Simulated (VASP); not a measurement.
## Cu6O: single point with PBE

Cu6O:

```
CELL_PARAMETERS angstrom
0.00000 3.61349 3.61349
3.61349 0.00000 3.61349
3.61349 3.61349 0.00000
ATOMIC_POSITIONS crystal
Cu 0.75521 0.24479 0.24479
Cu 0.24479 0.75521 0.75521
Cu 0.24479 0.75521 0.24479
Cu 0.75521 0.24479 0.75521
Cu 0.24479 0.24479 0.75521
Cu 0.75521 0.75521 0.24479
O 0.00000 0.00000 0.00000
```

The cell was built from a structure type or drawn by symmetry, and may not be a known phase.

```
Program                : VASP 6.6.1
Task                   : single point
Functional             : PBE
Potentials or basis    : VASP PAW PBE potentials, release 64 (Cu, O)
Cutoff                 : 520 eV
k mesh                 : 4 × 4 × 4
Occupations            : gaussian, width 0.1 eV
Spin                   : collinear spin
Starting moments       : [1.0, 1.0, 1.0, 1.0, 1.0, 1.0, 0.0] μB
Dipole correction      : no
Further INCAR settings : ALGO = Normal; EDIFF = 1e-06; NBANDS = 49
```

```yaml
Pressure: 20.7 GPa
Largest_force: 5.083 eV/Å
Band_gap_on_the_k_mesh: zero (filled and empty bands overlap)
Net_moment: 0.00 μB per cell
Valence_electrons_inside_the_program's_atomic_spheres: Cu 10.06; O 5.21
```

Forces on the atoms (eV/Å):
```
Cu   5.083  0.000  0.000
Cu  -5.083  0.000  0.000
Cu   0.000  5.083  0.000
Cu   0.000 -5.083  0.000
Cu   0.000  0.000  5.083
Cu   0.000  0.000 -5.083
O    0.000  0.000  0.000
```

Levels at points of the mesh, in eV from the Fermi level:
Spin up:
```tsv
k point	band 34	band 35	band 36	band 37	band 38	band 39
(0.00, 0.00, 0.00)	-1.86	-1.86	0.52	0.52	0.52	2.95
(0.50, 0.00, 0.00)	-1.53	-1.31	-1.31	1.22	1.22	2.87
(0.50, 0.50, 0.00)	-1.53	-1.53	-0.13	0.29	1.07	1.07
```
Spin down:
| k point | band 32 | band 33 | band 34 | band 35 | band 36 | band 37 | band 38 | band 39 | band 40 | band 41 |
| --- | --- | --- | --- | --- | --- | --- | --- | --- | --- | --- |
| (0.00, 0.00, 0.00) | -2.08 | -1.86 | -1.86 | -1.86 | 0.52 | 0.52 | 0.52 | 2.95 | 2.95 | 2.95 |
| (0.50, 0.00, 0.00) | -2.13 | -2.11 | -1.53 | -1.31 | -1.31 | 1.22 | 1.22 | 2.87 | 3.47 | 3.47 |
| (0.50, 0.50, 0.00) | -2.45 | -2.08 | -1.53 | -1.53 | -0.13 | 0.29 | 1.07 | 1.07 | 1.90 | 7.72 |

It took 3.3 min on 1 thread of Intel Xeon 8259CL, on a shared host, peak memory 0.29 GiB.

Caveat: the k points lie up to 0.38 Å⁻¹ apart, too coarse for converged energies and pressures of a metal; forces of over 1 eV/Å act on the atoms, so gaps and moduli don't describe the material at rest. With open d or f shells a metallic result of PBE can be an artefact of self-interaction; +U or a hybrid may open a gap.
